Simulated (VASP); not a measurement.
# H4C in VASP: notebook, part 2 of 2

VASP 6.6.1. The steps go on from the part before.

## 4. Relaxation of the atoms, r2SCAN+D3(BJ)

POSCAR

```
H4C
1.0
    7.6834750000      0.0000000000      0.0000000000
    0.0000000000      7.6834750000      0.0000000000
    0.0000000000      0.0000000000      7.6834750000
C H
8 32
Direct
    0.0962426000      0.6987657000      0.3947761000
    0.1457881000      0.3649134000      0.9281891000
    0.4193849000      0.0731706000      0.8531124000
    0.6090716000      0.0032351000      0.2457110000
    0.8506820000      0.8332286000      0.7508847000
    0.8106638000      0.4051518000      0.2720227000
    0.4520129000      0.6859315000      0.6424772000
    0.3581707000      0.3166272000      0.4209671000
    0.1713341000      0.8157737000      0.4227594000
    0.0433332000      0.6465404000      0.5155478000
    0.1803690000      0.6019532000      0.3342552000
   -0.0100661000      0.7307954000      0.3065420000
    0.1261598000      0.4510053000      1.0391648000
    0.0927911000      0.4254806000      0.8114175000
    0.0796659000      0.2416726000      0.9516893000
    0.2845354000      0.3414950000      0.9104850000
    0.3343186000      0.1174966000      0.9575710000
    0.3602046000     -0.0380024000      0.7879132000
    0.5447754000      0.0349756000      0.9072517000
    0.4382411000      0.1782126000      0.7597137000
    0.5190565000      0.0357379000      0.3503701000
    0.6950188000      0.1133855000      0.2213665000
    0.5358760000     -0.0265440000      0.1279473000
    0.6863353000     -0.1096391000      0.2831602000
    0.8940087000      0.9193487000      0.8548982000
    0.7856849000      0.7203449000      0.8069682000
    0.9627107000      0.7904883000      0.6751516000
    0.7603235000      0.9027325000      0.6665210000
    0.7618885000      0.4401288000      0.1435305000
    0.8313115000      0.2649800000      0.2782048000
    0.7160631000      0.4433895000      0.3705178000
    0.9333922000      0.4721090000      0.2958379000
    0.5290097000      0.7754300000      0.7210532000
    0.3764111000      0.6013470000      0.7275802000
    0.5384125000      0.6071845000      0.5621858000
    0.3642183000      0.7597644000      0.5590896000
    0.4013551000      0.4439963000      0.4659663000
    0.3289968000      0.2343858000      0.5327612000
    0.4607164000      0.2565658000      0.3435739000
    0.2416147000      0.3315610000      0.3415671000
```

INCAR.step1

```
SYSTEM = H4C
ALGO = Normal
EDIFF = 1E-4
ENCUT = 520
GGA = PE
ISMEAR = -1
LASPH = .TRUE.
LCHARG = .FALSE.
LREAL = Auto
LWAVE = .TRUE.
NELM = 60
PREC = Accurate
SIGMA = 0.05
```

INCAR.step2

```
SYSTEM = H4C
ALGO = Normal
EDIFF = 1E-7
EDIFFG = -0.3
ENCUT = 520
IBRION = 2
ISIF = 2
ISMEAR = -1
ISTART = 1
IVDW = 12
LASPH = .TRUE.
LCHARG = .FALSE.
LMIXTAU = .TRUE.
LREAL = Auto
LWAVE = .FALSE.
METAGGA = R2SCAN
NELM = 60
NSW = 35
PREC = Accurate
SIGMA = 0.05
VDW_A1 = 0.49484001
VDW_A2 = 5.73083694
VDW_S6 = 1.0
VDW_S8 = 0.78981345
```

KPOINTS

```
k-points
0
G
  1 1 1
  0 0 0
```

The run is started by

```
$ cat potpaw_PBE.64/C/POTCAR potpaw_PBE.64/H/POTCAR > POTCAR
$ cp INCAR.step1 INCAR
$ mpirun -np 1 vasp_gam > vasp.out
$ cp INCAR.step2 INCAR
$ mpirun -np 1 vasp_gam > vasp.out
```

Wall time 58 min (1 thread of Intel Xeon Platinum 8375C at 2.90GHz (Ice Lake), shared host); peak memory 0.58 GiB.

Results (log left out):

```
Free energy                  : -200.2117 eV
Energy gained by relaxing    : 23.5 meV/atom
Ionic steps                  : 24
Pressure after relaxing      : 0.3 GPa
Largest force after relaxing : 0.298 eV/Å
Band gap on the k mesh       : 7.90 eV
Dispersion energy per atom   : -0.015 eV
```

Forces on the atoms (eV/Å):
```
C    0.002  0.020  0.032
C    0.048  0.008 -0.048
C   -0.001  0.105  0.127
C    0.016  0.159 -0.017
C    0.043  0.008 -0.005
C   -0.088 -0.202  0.042
C    0.042 -0.100 -0.064
C   -0.002 -0.023 -0.074
H   -0.031  0.060 -0.144
H    0.034  0.004 -0.095
H    0.030  0.092  0.075
H    0.101  0.168  0.085
H   -0.022 -0.030 -0.100
H    0.002 -0.077  0.102
H   -0.062  0.093 -0.023
H    0.039  0.007  0.010
H   -0.138  0.087  0.010
H    0.023  0.286  0.081
H   -0.030  0.093 -0.073
H   -0.001 -0.146  0.056
H    0.046 -0.118  0.052
H    0.033 -0.120 -0.059
H   -0.048 -0.078 -0.015
H   -0.073  0.056  0.069
H   -0.027 -0.026 -0.002
H    0.055  0.117  0.011
H    0.095  0.004  0.008
H    0.094 -0.058  0.061
H   -0.071  0.045  0.117
H   -0.027 -0.039  0.027
H   -0.001 -0.028 -0.162
H   -0.005  0.007 -0.042
H    0.042 -0.131 -0.011
H   -0.028  0.026 -0.086
H   -0.041  0.015  0.044
H    0.039 -0.147  0.056
H    0.006 -0.040  0.021
H   -0.114  0.027 -0.078
H   -0.007 -0.006 -0.050
H    0.029 -0.121  0.063
```

Stress tensor (GPa, compression positive):
```
 0.56  0.11 -0.03
 0.11  0.41  0.32
-0.03  0.32 -0.14
```

Step by step:
```csv
step,energy change (eV),largest force (eV/Å),pressure (GPa)
1,0.0000,0.4970,1.04
2,-0.0334,1.0424,2.13
3,-0.0487,0.5419,1.73
4,-0.0993,0.4132,2.17
5,-0.1074,0.4716,2.43
6,-0.1524,0.4201,2.22
7,-0.2488,0.4490,1.61
8,-0.2663,0.9419,0.35
9,-0.2875,0.6147,0.90
10,-0.3400,0.5392,0.77
11,-0.3729,1.0763,0.56
12,-0.4133,1.0070,0.56
13,-0.5215,0.8128,0.54
14,-0.6797,0.4552,0.44
15,-0.7646,0.8895,-0.03
16,-0.7737,0.6935,0.12
17,-0.8172,0.4962,0.44
18,-0.8174,0.4425,0.42
19,-0.8497,0.3251,0.78
20,-0.8626,0.3347,1.19
21,-0.8952,0.3953,1.02
22,-0.9042,0.5929,0.87
23,-0.9278,0.3536,0.60
24,-0.9384,0.2980,0.28
```

Final structure:
```cif
data_structure
_symmetry_space_group_name_H-M 'P 1'
_symmetry_Int_Tables_number 1
_cell_length_a 7.6835
_cell_length_b 7.6835
_cell_length_c 7.6835
_cell_angle_alpha 90.000
_cell_angle_beta 90.000
_cell_angle_gamma 90.000
_cell_volume 453.60
loop_
_atom_site_label
_atom_site_type_symbol
_atom_site_fract_x
_atom_site_fract_y
_atom_site_fract_z
_atom_site_occupancy
C1 C 0.10118 0.72688 0.36912 1
C2 C 0.11717 0.40464 0.92997 1
C3 C 0.43252 0.06355 0.84216 1
C4 C 0.61079 0.93741 0.26267 1
C5 C 0.86523 0.85155 0.77279 1
C6 C 0.81566 0.40898 0.27083 1
C7 C 0.46788 0.67649 0.65352 1
C8 C 0.32912 0.31186 0.40630 1
H1 H 0.15810 0.84757 0.41701 1
H2 H 0.06659 0.64613 0.48067 1
H3 H 0.19431 0.65705 0.28788 1
H4 H 0.98447 0.75274 0.29275 1
H5 H 0.07996 0.48729 0.03889 1
H6 H 0.05701 0.45243 0.81028 1
H7 H 0.07767 0.27059 0.95520 1
H8 H 0.25794 0.40769 0.91557 1
H9 H 0.38623 0.08692 0.97378 1
H10 H 0.34800 0.96932 0.77757 1
H11 H 0.56323 0.00981 0.85228 1
H12 H 0.43603 0.18631 0.77064 1
H13 H 0.54410 0.96867 0.38370 1
H14 H 0.66687 0.05742 0.21177 1
H15 H 0.51748 0.88734 0.16904 1
H16 H 0.71262 0.84112 0.28466 1
H17 H 0.89090 0.94000 0.88079 1
H18 H 0.80294 0.73317 0.82046 1
H19 H 0.98726 0.81748 0.71024 1
H20 H 0.78067 0.91491 0.67782 1
H21 H 0.75824 0.42495 0.14186 1
H22 H 0.85488 0.27380 0.28724 1
H23 H 0.72358 0.44423 0.37313 1
H24 H 0.93020 0.48969 0.28198 1
H25 H 0.52532 0.76296 0.74860 1
H26 H 0.38412 0.58307 0.71951 1
H27 H 0.57057 0.60787 0.58355 1
H28 H 0.39222 0.75389 0.56167 1
H29 H 0.34934 0.44090 0.46015 1
H30 H 0.31514 0.21810 0.51181 1
H31 H 0.44156 0.27612 0.32807 1
H32 H 0.21297 0.31422 0.32477 1
```

Levels at points of the mesh, in eV from the valence-band top:
```tsv
k point	band 30	band 31	band 32	band 33	band 34	band 35
(0.00, 0.00, 0.00)	-0.31	-0.14	0.00	7.90	9.79	10.11
```

Caveat: the k points lie up to 0.82 Å⁻¹ apart; the PAW data sets were made with another functional, which shifts forces and pressure a little; the relaxation stopped at a loose force limit of 0.3 eV/Å, so its end isn't a converged minimum.
